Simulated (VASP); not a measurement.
Write the native input for VASP 6.6.1 that does the following.

```yaml
Task: single point
Functional: LDA
Potentials_or_basis: VASP PAW LDA potentials, release 64 (Si, W_sv)
Cutoff: 520 eV
k_mesh: 20 × 20 × 20
Occupations: gaussian, width 0.15 eV
Spin: no spin polarisation
Dipole_correction: no
Further_INCAR_settings: ALGO = Normal; EDIFF = 1e-06; NBANDS = 18
```

The structure of Si2W lies in POSCAR:

```
Si2W
1.0
   -1.6541608370      1.6541608370      4.0358182806
    1.6541608370     -1.6541608370      4.0358182806
    1.6541608370      1.6541608370     -4.0358182806
Si W
2 1
Direct
    0.3346644983      0.3346644983      0.0000000000
    0.6653355017      0.6653355017      0.0000000000
    0.0000000000      0.0000000000      0.0000000000
```

This cell differs from its parent crystal: volume 14.724 Å^3 an atom, c/a of the conventional cell 2.4398.

These files were run (other wordings do the same):

INCAR

```
PREC     = Accurate       # precision mode
ENCUT    = 520            # plane-wave cutoff, eV
EDIFF    = 1E-6           # SCF threshold, eV
ISMEAR   = 0              # smearing method
SIGMA    = 0.15           # smearing width, eV
LREAL    = F              # projectors in reciprocal space
LASPH    = T              # aspherical terms in the spheres
NELM     = 80             # most SCF steps
ALGO     = Normal         # electronic algorithm
ISIF     = 2              # what is computed and relaxed
LWAVE    = F              # write WAVECAR
LCHARG   = F              # write CHGCAR
NBANDS   = 18             # bands
```

KPOINTS

```
regular mesh
0
Gamma
  20 20 20
```

Potentials or basis: VASP PAW LDA potentials, release 64 (Si, W_sv).

The run is started by

```sh
$ cat potpaw_LDA.64/Si/POTCAR potpaw_LDA.64/W_sv/POTCAR > POTCAR
$ mpirun -np 1 vasp_std > vasp.out
```

It gave:

```yaml
Pressure: -20.9 GPa
Largest_force: 0.267 eV/Å
Band_gap_on_the_k_mesh: zero (band 11 reaches 11.26 eV, above the bottom of band 12 at 10.12 eV)
```

Caveat: spin-orbit coupling is left out, which moves the levels of the heavy elements.

Wall time 6.5 min on 1 thread of Intel(R) Xeon(R) 6975P-C (Granite Rapids), with other jobs on the host, peak memory 0.55 GiB.
